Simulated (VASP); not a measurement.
# ZnS (F-43m) in VASP: single point with PBEsol

Aim: the single point of ZnS with PBEsol.

Everything below comes from runs of VASP 6.6.1. Logs are shortened: lines on timing, memory, paths and dates and some standing lists are left out, and cuts for length are marked.

### 1 The cell of the first run

Symmetry: F-43m, No. 216, cubic system. Conventional cell: a = 5.404 Å, b = 5.404 Å, c = 5.404 Å, α = 90.00°, β = 90.00°, γ = 90.00°. Within 3.1 Å of Zn (site symmetry -43m) lie 4 S at 2.34 Å. Within 3.1 Å of S (site symmetry -43m) lie 4 Zn at 2.34 Å.

### 2 Single point, PBEsol

INCAR

```
ALGO = Normal
EDIFF = 1E-6
ENCUT = 520
GGA = PS
ISIF = 2
ISMEAR = 0
LASPH = T
LCHARG = F
LREAL = F
LWAVE = F
NBANDS = 16
NELM = 80
PREC = Accurate
SIGMA = 0.01
```

KPOINTS

```
k-points
0
Gamma
  4 4 4
```

POSCAR

```
ZnS
1.0
    3.8212050000      0.0000000000      0.0000000000
    1.9106025000      3.3092606031      0.0000000000
    1.9106025000      1.1030868677      3.1200008175
Zn S
1 1
Direct
    0.2500000000      0.2500000000      0.2500000000
    0.0000000000      0.0000000000      0.0000000000
```

Potentials or basis: VASP PAW PBE potentials, release 64 (Zn, S).

On the command line:

```console
cat potpaw_PBE.64/Zn/POTCAR potpaw_PBE.64/S/POTCAR > POTCAR
mpirun -np 1 vasp_std > vasp.out
```

OUTCAR:

```text
EDIFF = 1E-6
   ENCUT = 520
   GGA = PS
   ISIF = 2
   ISMEAR = 0
   LASPH = T
   LREAL = F
   NELM = 80
   PREC = Accurate

 ion  position               nearest neighbor table
   1  0.250  0.250  0.250-   2 2.34   2 2.34   2 2.34   2 2.34
   2  0.000  0.000  0.000-   1 2.34   1 2.34   1 2.34   1 2.34

  LATTYP: Found a face centered cubic cell.
 ALAT       =     5.4039999356

  Lattice vectors:

 A1 = (   3.8212050000,   0.0000000000,   0.0000000000)
 A2 = (   1.9106025000,   3.3092606031,   0.0000000000)
 A3 = (   1.9106025000,   1.1030868677,   3.1200008175)

Analysis of symmetry for initial positions (statically):
=====================================================================
 Subroutine PRICEL returns:
 Original cell was already a primitive cell.

 Routine SETGRP: Setting up the symmetry group for a
 face centered cubic supercell.

 Subroutine GETGRP returns: Found 24 space group operations
 (whereof 24 operations were pure point group operations)
 out of a pool of 48 trial point group operations.

The static configuration has the point symmetry T_d .

Analysis of symmetry for dynamics (positions and initial velocities):
=====================================================================
 Subroutine PRICEL returns:
 Original cell was already a primitive cell.

 Routine SETGRP: Setting up the symmetry group for a
 face centered cubic supercell.

 Subroutine GETGRP returns: Found 24 space group operations
 (whereof 24 operations were pure point group operations)
 out of a pool of 48 trial point group operations.

The dynamic configuration has the point symmetry T_d .

 Subroutine INISYM returns: Found 24 space group operations
 (whereof 24 operations are pure point group operations),
 and found     1 'primitive' translations

----------------------------------------------------------------------------------------

                                     Primitive cell

  volume of cell :      39.4535

  direct lattice vectors                    reciprocal lattice vectors
     3.821205000  0.000000000  0.000000000     0.261697554 -0.151091153 -0.106837579
     1.910602500  3.309260603  0.000000000     0.000000000  0.302182306 -0.106837579
     1.910602500  1.103086868  3.120000817     0.000000000  0.000000000  0.320512737

  length of vectors
     3.821205000  3.821205000  3.821205000     0.320512737  0.320512737  0.320512737
[... 61 lines left out ...]
   LASPH  =      T    aspherical Exc in radial PAW
   ENCUT  =  520.0 eV  38.22 Ry    6.18 a.u.   7.10  7.10  7.10*2*pi/ulx,y,z
   NELM   =     80;   NELMIN=  2; NELMDL= -5     # of ELM steps
   EDIFF  = 0.1E-05   stopping-criterion for ELM
   LREAL  =      F    real-space projection
   EDIFFG = 0.1E-04   stopping-criterion for IOM
   NSW    =      0    number of steps for IOM
   IBRION =     -1    ionic relax: 0-MD 1-quasi-New 2-CG
   NFREE  =      0    steps in history (QN), initial steepest desc. (CG)
   ISIF   =      2    stress and relaxation
   ISYM   =      2    0-nonsym 1-usesym 2-fastsym
   POTIM  = 0.5000    time-step for ionic-motion
   TEBEG  =    0.0;   TEEND  =   0.0 temperature during run
   PSTRESS=    0.0 pullay stress
   NELECT =      18.0000    total number of electrons
   NUPDOWN=      -1.0000    fix difference up-down
   EMIN   =  10.00;   EMAX   =-10.00  energy-range for DOS
   EFERMI =   0.00;   METHOD = LEGACY
   ISMEAR =     0;   SIGMA  =   0.01  broadening in eV -4-tet -1-fermi 0-gaus
   EFERMI_NEDOS =   21; number of points for ismear=-14 and -15
   IALGO  =     38    algorithm
   IMIX   =      4    mixing-type and parameters
     AMIX     =   0.40;   BMIX     =  1.00
     AMIX_MAG =   1.60;   BMIX_MAG =  1.00
  volume/ion in A,a.u.               =      19.73       133.12
  Fermi-wavevector in a.u.,A,eV,Ry     =   1.260290  2.381602 21.610537  1.588330
  Thomas-Fermi vector in A             =   2.393807
   LORBIT       =      0    0 simple, 1 ext, 2 COOP (PROOUT), +10 PAW based schemes
   GGA     = PS    functional components
   LHFCALC =     F    Hartree Fock is set to
   AEXX    =    0.0000 exact exchange contribution
   IVDW    =     0    specifies the selected vdW correction
   LEPSILON=     F    determine dielectric tensor
   LRPA    =     F    only Hartree local field effects (RPA)
 non-spin polarized calculation
 Gauss-broadening in eV      SIGMA  =   0.01
  energy-cutoff  :      520.00
  volume of cell :       39.45
 maximum number of plane-waves:      1068
   NGX = 15   NGY = 15   NGZ = 15

 number of electron      18.0000000 magnetization

 Free energy of the ion-electron system (eV)
  ---------------------------------------------------
  ext. energy  EPLUGINS =         0.00000000
  ---------------------------------------------------
  free energy    TOTEN  =        -7.53300388 eV

  energy without entropy =       -7.53300388  energy(sigma->0) =       -7.53300388

 E-fermi :   2.1271     XC(G=0):  -9.8399

 val. band max:        2.0405091946   @ k =   0.0000   0.0000   0.0000
 cond. band min:       4.0064835773   @ k =   0.0000   0.0000   0.0000
 fundamental gap:      1.9659743827
 Fermi energy:         2.1270627146

 k-point     1 :       0.0000    0.0000    0.0000
  band No.  band energies     occupation
      1     -11.1135      2.00000
      2      -4.3541      2.00000
      3      -4.3541      2.00000
      4      -4.3541      2.00000
      5      -3.8582      2.00000
      6      -3.8582      2.00000
[... 129 lines left out ...]
      3      -4.0739      2.00000
      4      -3.9181      2.00000
      5      -3.8958      2.00000
      6      -3.4518      2.00000
[... 8 lines left out ...]
     15      15.9515      0.00000
     16      16.7665      0.00000

------------------------ aborting loop because EDIFF is reached ----------------------------------------

  FORCE on cell =-STRESS in cart. coord.  units (eV):
  Direction    XX          YY          ZZ          XY          YZ          ZX
  --------------------------------------------------------------------------------------
  -------------------------------------------------------------------------------------
  Total       -0.3610703     -0.3610703     -0.3610703      0.0000000      0.0000000     -0.0000000
  in kB      -14.6627795    -14.6627795    -14.6627795      0.0000000      0.0000000     -0.0000000
  external PRESSURE =     -14.6627795 kB  Pullay stress =       0.0000000 kB

 VOLUME and BASIS-vectors are now :
 -----------------------------------------------------------------------------
  energy-cutoff  :      520.00
  volume of cell :       39.45
      direct lattice vectors                 reciprocal lattice vectors
     3.821205000  0.000000000  0.000000000     0.261697554 -0.151091153 -0.106837579
     1.910602500  3.309260603  0.000000000     0.000000000  0.302182306 -0.106837579
     1.910602500  1.103086868  3.120000817     0.000000000  0.000000000  0.320512737

 POSITION                                       TOTAL-FORCE (eV/Angst)
 -----------------------------------------------------------------------------------
      1.91060      1.10309      0.78000        -0.000000     -0.000000      0.000000
      0.00000      0.00000      0.00000         0.000000      0.000000     -0.000000
 -----------------------------------------------------------------------------------
    total drift:                               -0.000002     -0.000001     -0.000001

  FREE ENERGIE OF THE ION-ELECTRON SYSTEM (eV)
  ---------------------------------------------------
  free  energy   TOTEN  =        -7.5330038817 eV

  energy  without entropy=       -7.5330038817  energy(sigma->0) =       -7.53300388
```

OSZICAR:

```text
N       E                     dE             d eps       ncg     rms          rms(c)
DAV:   1     0.784433348585E+02    0.78443E+02   -0.85379E+03   256   0.132E+03
DAV:   2    -0.290840779767E+01   -0.81352E+02   -0.76041E+02   296   0.253E+02
DAV:   3    -0.790350919969E+01   -0.49951E+01   -0.49777E+01   344   0.585E+01
DAV:   4    -0.795257159939E+01   -0.49062E-01   -0.49054E-01   288   0.627E+00
DAV:   5    -0.795308467642E+01   -0.51308E-03   -0.51307E-03   328   0.587E-01    0.657E+00
DAV:   6    -0.755702746781E+01    0.39606E+00   -0.78739E-01   344   0.321E+01    0.521E+00
DAV:   7    -0.753626764076E+01    0.20760E-01   -0.24605E-01   288   0.469E+00    0.253E+00
DAV:   8    -0.753306118895E+01    0.32065E-02   -0.48794E-03   352   0.825E-01    0.621E-01
DAV:   9    -0.753291145844E+01    0.14973E-03   -0.97811E-04   288   0.278E-01    0.102E-01
DAV:  10    -0.753301966337E+01   -0.10820E-03   -0.20754E-04   288   0.111E-01    0.462E-02
DAV:  11    -0.753300362518E+01    0.16038E-04   -0.41804E-05   320   0.561E-02    0.818E-03
DAV:  12    -0.753300388171E+01   -0.25653E-06   -0.39630E-06   288   0.224E-02
   1 F= -.75330039E+01 E0= -.75330039E+01  d E =-.770889E-36
```

stdout:

```text
POSCAR found type information on POSCAR ZnS
 POSCAR found :  2 types and       2 ions
 scaLAPACK will be used
 -----------------------------------------------------------------------------
|                                                                             |
|                                                                             |
|     You enforced a specific xc type in the INCAR file but a different       |
|     I HOPE YOU KNOW WHAT YOU ARE DOING!                                     |
|                                                                             |
 -----------------------------------------------------------------------------

 LDA part: xc-table for (Slater+PW92), standard interpolation
 POSCAR, INCAR and KPOINTS ok, starting setup
 FFT: planning ... GRIDC
 FFT: planning ... GRID_SOFT
 FFT: planning ... GRID
 WAVECAR not read
 entering main loop
```

Run time: 5 s. Hardware: 1 thread of Intel Xeon 6975P-C (Granite Rapids), shared host; peak memory 0.14 GiB.

What came out:

```
Free energy            : -7.5330 eV
Pressure               : -1.5 GPa
Band gap on the k mesh : 1.97 eV, direct
```

Levels at points of the mesh, in eV from the valence-band top:
```
           k point  band 7  band 8  band 9  band 10  band 11  band 12
(0.00, 0.00, 0.00)    0.00    0.00    0.00     1.97     6.29     6.29
(0.50, 0.00, 0.00)   -5.37   -0.88   -0.88     3.18     6.81     6.81
(0.50, 0.50, 0.00)   -4.62   -2.26   -2.26     3.22     3.95    10.83
```

Caveat: the k points lie up to 0.50 Å⁻¹ apart; the PAW data sets were made with another functional, which shifts forces and pressure a little.
